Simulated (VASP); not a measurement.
# Cs (Fm-3m) in VASP: further runs, part 2 of 2

VASP 6.6.1.

## Step 3: Single point, PBEsol

This run uses another cell than the first one, of 120.64 Å³/atom, 1.043 times its volume.

Contents of INCAR:

```
PREC     = Accurate       # precision mode
ENCUT    = 520            # plane-wave cutoff, eV
EDIFF    = 1E-6           # SCF threshold, eV
ISMEAR   = -1             # smearing method
SIGMA    = 0.05           # smearing width, eV
LREAL    = F              # projectors in reciprocal space
LASPH    = T              # aspherical terms in the spheres
NELM     = 60             # most SCF steps
ALGO     = Fast           # electronic algorithm
ISIF     = 2              # what is computed and relaxed
LWAVE    = F              # write WAVECAR
LCHARG   = F              # write CHGCAR
GGA      = PS             # functional
NBANDS   = 10             # bands
```

Contents of KPOINTS:

```
Automatic mesh
0
Gamma
  6 6 6
```

Contents of POSCAR:

```
Cs
1.0
    0.0000000000      3.9218360440      3.9218360440
    3.9218360440      0.0000000000      3.9218360440
    3.9218360440      3.9218360440      0.0000000000
Cs
1
Direct
    0.0000000000      0.0000000000      0.0000000000
```

Potentials or basis: VASP PAW PBE potentials, release 64 (Cs_sv).

The run is started by

```sh
cat potpaw_PBE.64/Cs_sv/POTCAR > POTCAR
mpirun -np 1 vasp_std > vasp.out
```

OUTCAR:

```text
PREC = Accurate
   ENCUT = 520
   EDIFF = 1E-6
   ISMEAR = -1
   LREAL = F
   LASPH = T
   NELM = 60
   ISIF = 2
   GGA = PS

 ion  position               nearest neighbor table
   1  0.000  0.000  0.000-

  LATTYP: Found a face centered cubic cell.
 ALAT       =     7.8436720880

  Lattice vectors:

 A1 = (   0.0000000000,   3.9218360440,   3.9218360440)
 A2 = (   3.9218360440,   0.0000000000,   3.9218360440)
 A3 = (   3.9218360440,   3.9218360440,   0.0000000000)

Analysis of symmetry for initial positions (statically):
=====================================================================
 Subroutine PRICEL returns:
 Original cell was already a primitive cell.

 Routine SETGRP: Setting up the symmetry group for a
 face centered cubic supercell.

 Subroutine GETGRP returns: Found 48 space group operations
 (whereof 48 operations were pure point group operations)
 out of a pool of 48 trial point group operations.

The static configuration has the point symmetry O_h .

Analysis of symmetry for dynamics (positions and initial velocities):
=====================================================================
 Subroutine PRICEL returns:
 Original cell was already a primitive cell.

 Routine SETGRP: Setting up the symmetry group for a
 face centered cubic supercell.

 Subroutine GETGRP returns: Found 48 space group operations
 (whereof 48 operations were pure point group operations)
 out of a pool of 48 trial point group operations.

The dynamic configuration has the point symmetry O_h .

 Subroutine INISYM returns: Found 48 space group operations
 (whereof 48 operations are pure point group operations),
 and found     1 'primitive' translations

----------------------------------------------------------------------------------------

                                     Primitive cell

  volume of cell :     120.6419
[... 100 lines left out ...]
  Fermi-wavevector in a.u.,A,eV,Ry     =   0.689165  1.302332  6.462056  0.474948
  Thomas-Fermi vector in A             =   1.770172
   LORBIT       =      0    0 simple, 1 ext, 2 COOP (PROOUT), +10 PAW based schemes
   GGA     = PS    functional components
   LHFCALC =     F    Hartree Fock is set to
   AEXX    =    0.0000 exact exchange contribution
   IVDW    =     0    specifies the selected vdW correction
   LEPSILON=     F    determine dielectric tensor
   LRPA    =     F    only Hartree local field effects (RPA)
 non-spin polarized calculation
 RMM-DIIS sequential band-by-band and
  energy-cutoff  :      520.00
  volume of cell :      120.64
 maximum number of plane-waves:      3287
 NGX is ok and might be reduce to    42
   NGX = 21   NGY = 21   NGZ = 21

 number of electron       8.9999999 magnetization

 Free energy of the ion-electron system (eV)
  ---------------------------------------------------
  ext. energy  EPLUGINS =         0.00000000
  ---------------------------------------------------
  free energy    TOTEN  =        -0.93175869 eV

  energy without entropy =       -0.91770260  energy(sigma->0) =       -0.92473065

 E-fermi :   0.2356     XC(G=0):  -5.3531

 val. band max:        0.1931674881   @ k =   0.5000   0.3333   0.1667
 cond. band min:       0.2412037950   @ k =   0.5000   0.0000   0.0000
 fundamental gap:      0.0480363069
 Fermi energy:         0.2355560346

 k-point     1 :       0.0000    0.0000    0.0000
  band No.  band energies     occupation
      1     -23.6092      2.00000
      2     -10.3370      2.00000
      3     -10.3370      2.00000
      4     -10.3370      2.00000
      5      -1.3738      2.00000
      6       2.6914      0.00000
      7       2.6914      0.00000
      8       2.6914      0.00000
      9       3.7409      0.00000
     10       3.7410      0.00000
[... 183 lines left out ...]
 k-point    16 :      -0.3333    0.5000    0.1667
  band No.  band energies     occupation
      1     -23.6029      2.00000
      2     -10.4294      2.00000
      3     -10.3962      2.00000
      4     -10.3802      2.00000
      5       0.8759      0.00001
      6       1.3828      0.00000
      7       1.5240      0.00000
      8       2.6076      0.00000
      9       4.3799      0.00000
     10       4.4948      0.00000

------------------------ aborting loop because EDIFF is reached ----------------------------------------

  FORCE on cell =-STRESS in cart. coord.  units (eV):
  Direction    XX          YY          ZZ          XY          YZ          ZX
  --------------------------------------------------------------------------------------
  -------------------------------------------------------------------------------------
  Total       -0.1296464     -0.1296464     -0.1296464     -0.0000000      0.0000000      0.0000000
  in kB       -1.7217609     -1.7217609     -1.7217609     -0.0000000      0.0000000      0.0000000
  external PRESSURE =      -1.7217609 kB  Pullay stress =       0.0000000 kB

 VOLUME and BASIS-vectors are now :
 -----------------------------------------------------------------------------
  energy-cutoff  :      520.00
  volume of cell :      120.64
      direct lattice vectors                 reciprocal lattice vectors
     0.000000000  3.921836044  3.921836044    -0.127491306  0.127491306  0.127491306
     3.921836044  0.000000000  3.921836044     0.127491306 -0.127491306  0.127491306
     3.921836044  3.921836044  0.000000000     0.127491306  0.127491306 -0.127491306

 POSITION                                       TOTAL-FORCE (eV/Angst)
 -----------------------------------------------------------------------------------
      0.00000      0.00000      0.00000         0.000000      0.000000      0.000000
 -----------------------------------------------------------------------------------
    total drift:                               -0.000000     -0.000000     -0.000000

  FREE ENERGIE OF THE ION-ELECTRON SYSTEM (eV)
  ---------------------------------------------------
  free  energy   TOTEN  =        -0.9317586910 eV

  energy  without entropy=       -0.9177026019  energy(sigma->0) =       -0.92473065
```

OSZICAR:

```text
N       E                     dE             d eps       ncg     rms          rms(c)
DAV:   1     0.553897707834E+02    0.55390E+02   -0.28854E+03   320   0.623E+02
DAV:   2     0.475844118337E+01   -0.50631E+02   -0.47366E+02   434   0.106E+02
DAV:   3    -0.840123968919E+00   -0.55986E+01   -0.55855E+01   368   0.421E+01
DAV:   4    -0.930403718643E+00   -0.90280E-01   -0.90242E-01   418   0.607E+00
DAV:   5    -0.930835696567E+00   -0.43198E-03   -0.43196E-03   428   0.400E-01    0.125E-01
RMM:   6    -0.931139911147E+00   -0.30421E-03   -0.66202E-04   346   0.137E-01    0.890E-02
RMM:   7    -0.931737173360E+00   -0.59726E-03   -0.31472E-03   355   0.292E-01    0.262E-02
RMM:   8    -0.931754927199E+00   -0.17754E-04   -0.14465E-04   444   0.778E-02    0.340E-03
RMM:   9    -0.931757731247E+00   -0.28040E-05   -0.26989E-05   468   0.270E-02    0.206E-03
RMM:  10    -0.931758690995E+00   -0.95975E-06   -0.47845E-06   450   0.126E-02
   1 F= -.93175869E+00 E0= -.92473065E+00  d E =-.140561E-01
```

It took 16 s on 1 thread of AMD EPYC 7R13 (Zen 3), shared host; peak memory 0.21 GiB.

Results:

```
Free energy : -0.9318 eV
Pressure    : -0.2 GPa
```

Levels at points of the mesh, in eV from the Fermi level:
```tsv
k point	band 3	band 4	band 5	band 6	band 7	band 8
(0.00, 0.00, 0.00)	-10.57	-10.57	-1.61	2.46	2.46	2.46
(0.50, 0.00, 0.00)	-10.59	-10.59	0.01	0.75	2.32	2.32
(0.50, 0.50, 0.00)	-10.61	-10.61	0.33	1.10	1.38	3.90
```

Caveat: the PAW data sets were made with another functional, which shifts forces and pressure a little; spin-orbit coupling is left out, which moves the levels of the heavy elements.

## Step 4: Single point, PBEsol

This run uses another cell than the first one, of 120.64 Å³/atom, 1.043 times its volume.

Contents of INCAR:

```
SYSTEM = Cs
PREC = Accurate
ENCUT = 520
EDIFF = 1E-6
ISMEAR = -1
SIGMA = 0.05
LREAL = .False.
LASPH = .True.
NELM = 100
ALGO = Normal
ISIF = 2
LWAVE = .False.
LCHARG = .False.
GGA = PS
NBANDS = 10
```

Contents of KPOINTS:

```
regular mesh
0
Gamma
  6 6 6
  0 0 0
```

POSCAR is that of step 3.

The run is started by

```sh
cat potpaw_PBE.64/Cs_sv/POTCAR > POTCAR
mpirun -np 1 vasp_std > vasp.out
```

Wall time 15 s (1 thread of AMD EPYC 7R13 (Zen 3), shared host); peak memory 0.2 GiB.

Results (log left out):

* Free energy: -0.9318 eV
* Pressure: -0.2 GPa

Levels at points of the mesh, in eV from the Fermi level:
| k point | band 3 | band 4 | band 5 | band 6 | band 7 | band 8 |
| --- | --- | --- | --- | --- | --- | --- |
| (0.00, 0.00, 0.00) | -10.57 | -10.57 | -1.61 | 2.46 | 2.46 | 2.46 |
| (0.50, 0.00, 0.00) | -10.59 | -10.59 | 0.01 | 0.75 | 2.32 | 2.32 |
| (0.50, 0.50, 0.00) | -10.62 | -10.62 | 0.33 | 1.10 | 1.38 | 3.90 |

Caveat: the PAW data sets were made with another functional, which shifts forces and pressure a little; spin-orbit coupling is left out, which moves the levels of the heavy elements.

## Step 5: Single point, PBEsol

This run uses another cell than the first one, of 123.10 Å³/atom, 1.064 times its volume.

Contents of INCAR:

```
SYSTEM = Cs
ALGO = Normal
EDIFF = 1E-7
ENCUT = 520
GGA = PS
ISIF = 2
ISMEAR = -1
LASPH = .True.
LCHARG = .False.
LREAL = .False.
LWAVE = .False.
NBANDS = 10
NELM = 100
PREC = Accurate
SIGMA = 0.05
```

Contents of KPOINTS:

```
k-points
0
Gamma
  6 6 6
  0 0 0
```

Contents of POSCAR:

```
Cs
1.0
    0.0000000000      3.9483357400      3.9483357400
    3.9483357400      0.0000000000      3.9483357400
    3.9483357400      3.9483357400      0.0000000000
Cs
1
Direct
    0.0000000000      0.0000000000      0.0000000000
```

The run is started by

```sh
cat potpaw_PBE.64/Cs_sv/POTCAR > POTCAR
mpirun -np 1 vasp_std > vasp.out
```

Wall time 15 s (1 thread of AMD EPYC 7R13 (Zen 3), shared host); peak memory 0.2 GiB.

It converged, with:

* Free energy: -0.9292 eV
* Pressure: -0.2 GPa

Levels at points of the mesh, in eV from the Fermi level:
```
           k point  band 1  band 2  band 3  band 4  band 5  band 6  band 7  band 8  band 9  band 10
(0.00, 0.00, 0.00)  -23.86  -10.59  -10.59  -10.59   -1.59    2.44    2.44    2.44    3.47     3.47
(0.50, 0.00, 0.00)  -23.85  -10.70  -10.60  -10.60    0.01    0.73    2.31    2.31    4.22     4.24
(0.50, 0.50, 0.00)  -23.85  -10.69  -10.63  -10.63    0.34    1.11    1.35    3.84    3.84     4.07
```

Caveat: the PAW data sets were made with another functional, which shifts forces and pressure a little; spin-orbit coupling is left out, which moves the levels of the heavy elements.

## Step 6: Single point, PBEsol

This run uses another cell than the first one, of 125.57 Å³/atom, 1.085 times its volume.

Edit INCAR of step 5 so:

```diff
@@ -12,3 +12,3 @@
 NBANDS = 10
-NELM = 100
+NELM = 80
 PREC = Accurate
```

KPOINTS is that of step 5.

Contents of POSCAR:

```
Cs
1.0
    0.0000000000      3.9744844209      3.9744844209
    3.9744844209      0.0000000000      3.9744844209
    3.9744844209      3.9744844209      0.0000000000
Cs
1
Direct
    0.0000000000      0.0000000000      0.0000000000
```

Potentials or basis: VASP PAW PBE potentials, release 64 (Cs_sv).

The run is started by

```sh
cat potpaw_PBE.64/Cs_sv/POTCAR > POTCAR
mpirun -np 1 vasp_std > vasp.out
```

Wall time 15 s (1 thread of AMD EPYC 7R13 (Zen 3), shared host); peak memory 0.2 GiB.

It converged, with:

| Item | Value |
| --- | --- |
| Free energy | -0.9261 eV |
| Pressure | -0.2 GPa |

Levels at points of the mesh, in eV from the Fermi level:
```csv
k point,band 1,band 2,band 3,band 4,band 5,band 6,band 7,band 8,band 9,band 10
"(0.00, 0.00, 0.00)",-23.87,-10.60,-10.60,-10.60,-1.57,2.43,2.43,2.43,3.45,3.45
"(0.50, 0.00, 0.00)",-23.87,-10.70,-10.62,-10.62,0.02,0.72,2.30,2.30,4.18,4.18
"(0.50, 0.50, 0.00)",-23.87,-10.70,-10.64,-10.64,0.36,1.12,1.33,3.79,3.79,3.98
```

Caveat: the PAW data sets were made with another functional, which shifts forces and pressure a little; spin-orbit coupling is left out, which moves the levels of the heavy elements.

## Step 7: Summary

| cell | gap on the mesh (eV) | pressure (GPa) |
| --- | --- | --- |
| a = 5.470 Å, angles 60.0°, 1 atom | none | -0.1 |
| a = 5.546 Å, angles 60.0°, 1 atom | none | -0.2 |
| a = 5.584 Å, angles 60.0°, 1 atom | none | -0.2 |
| a = 5.621 Å, angles 60.0°, 1 atom | none | -0.2 |

Alike in all rows: task single point; level PBEsol; potentials or basis VASP PAW PBE potentials, release 64 (Cs_sv); no spin polarisation; k mesh 6 × 6 × 6; cutoff (eV) 520; smearing fermi-dirac 0.05 eV.

Caveats: the PAW data sets were made with another functional, which shifts forces and pressure a little; spin-orbit coupling is left out, which moves the levels of the heavy elements.

Total energies depend on the potentials used, so only differences within one code and one set of settings carry meaning.
